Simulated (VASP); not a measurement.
**SiB4N: relaxation of cell and atoms with PBE**

The system is SiB4N.

```xyz
6
Lattice="4.4315 0.0000 0.0000 -2.2158 3.8378 0.0000 0.0000 0.0000 3.3830" Properties=species:S:1:pos:R:3 pbc="T T T"
Si    0.0000    2.5586    0.0000
B     2.2158    1.2793    0.0000
B    -1.0779    1.9362    1.6915
B     1.0779    1.9362    1.6915
B     0.0000    3.8032    1.6915
N     0.0000    0.0000    0.0000
```

The cell was built from a structure type or drawn by symmetry, and may not be a known phase.

```
Program                : VASP 6.6.1
Task                   : relaxation of cell and atoms
Functional             : PBE
Potentials or basis    : VASP PAW PBE potentials, release 64 (Si, B, N)
Cutoff                 : 600 eV
k mesh                 : 6 × 6 × 6
Occupations            : gaussian, width 0.1 eV
Spin                   : collinear spin, ferromagnetic start
Starting moments       : [0.0, 0.0, 0.0, 0.0, 0.0, 1.0] μB
Dipole correction      : no
Further INCAR settings : ALGO = Normal; EDIFF = 1e-06; IBRION = 2; EDIFFG = -0.04; NSW = 90; ISIF = 3
```

```json
{"Relaxed volume": "8.91 Å³/atom", "Relaxed cell": "a = 4.664 Å, b = 4.664 Å, c = 2.839 Å, α = 90.00°, β = 90.00°, γ = 120.00°", "Space group after relaxing (to 0.1 Å)": "P-6m2 (No. 187)", "Energy gained by relaxing": "318.0 meV/atom", "Ionic steps": "15", "Pressure after relaxing": "-0.5 GPa", "Largest force after relaxing": "0.004 eV/Å", "Net moment": "0.00 μB per cell", "Valence electrons inside the program's atomic spheres": "Si 1.50; B 1.99, 1.89 (each value once); N 3.32"}
```

Forces in eV/Å, atoms in the order of the input:
```
Si   0.000  0.000  0.000
B    0.000  0.000  0.000
B   -0.003 -0.002  0.000
B    0.003 -0.002  0.000
B    0.000  0.004  0.000
N    0.000  0.000  0.000
```

Stress tensor (GPa, compression positive):
```
-0.42  0.00  0.00
 0.00 -0.42  0.00
 0.00  0.00 -0.58
```

Step by step:
```tsv
step	energy change (eV)	largest force (eV/Å)	pressure (GPa)	volume (Å³)
1	0.0000	0.9442	-18.46	57.54
2	-0.7244	1.5816	1.07	48.82
3	-0.7314	1.6441	4.44	47.93
4	-1.0908	0.7560	9.76	46.00
5	-1.0981	0.4260	11.58	45.66
6	-1.2266	0.0135	-1.59	49.19
7	-1.2284	0.0331	-0.36	48.78
8	-1.3147	0.2052	-0.91	49.38
9	-1.6180	0.6298	-1.32	50.99
10	-1.8240	0.3355	2.27	53.33
11	-1.8843	0.6021	0.79	52.65
12	-1.8851	0.5380	1.09	52.83
13	-1.8321	0.8368	0.15	54.66
14	-1.8965	0.1378	0.61	53.36
15	-1.9078	0.0040	-0.47	53.49
```

Final structure:
```
CELL_PARAMETERS angstrom
4.66448 0.00000 0.00000
-2.33224 4.03956 0.00000
0.00000 0.00000 2.83856
ATOMIC_POSITIONS crystal
Si 0.33333 0.66667 0.00000
B 0.66667 0.33333 0.00000
B 0.92231 0.46116 0.50000
B 0.53884 0.46116 0.50000
B 0.53884 0.07769 0.50000
N 0.00000 0.00000 0.00000
```

Levels at points of the mesh, in eV from the Fermi level:
Spin up:
```
           k point  band 6  band 7  band 8  band 9  band 10  band 11  band 12  band 13  band 14  band 15
(0.00, 0.00, 0.00)   -5.30   -5.30   -4.65    0.72     1.20     1.20     4.19     4.20     4.20     5.68
(0.50, 0.00, 0.00)   -4.38   -3.07   -1.51   -1.00    -0.16     0.37     2.25     2.50     4.06     4.31
(0.00, 0.00, 0.50)   -5.03   -3.06   -3.02   -3.02    -2.19    -2.19    -1.89    -1.17    -1.17     5.25
(0.50, 0.00, 0.50)   -5.77   -4.62   -3.90   -0.54    -0.31    -0.30     0.45     0.55     1.11     3.95
```
Spin down:
| k point | band 7 | band 8 | band 9 | band 10 | band 11 | band 12 | band 13 | band 14 |
| --- | --- | --- | --- | --- | --- | --- | --- | --- |
| (0.00, 0.00, 0.00) | -5.30 | -4.65 | 0.72 | 1.20 | 1.20 | 4.19 | 4.20 | 4.20 |
| (0.50, 0.00, 0.00) | -3.07 | -1.51 | -1.00 | -0.16 | 0.37 | 2.25 | 2.50 | 4.06 |
| (0.00, 0.00, 0.50) | -3.06 | -3.02 | -3.02 | -2.19 | -2.19 | -1.89 | -1.17 | -1.17 |
| (0.50, 0.00, 0.50) | -4.62 | -3.90 | -0.54 | -0.31 | -0.30 | 0.45 | 0.55 | 1.11 |

Wall time 4 min on 1 thread of Intel(R) Xeon(R) 6975P-C (Granite Rapids) (shared host), peak memory 0.24 GiB.

Caveat: a cell axis changed by over 15 % at a fixed basis, so the end point is rough.
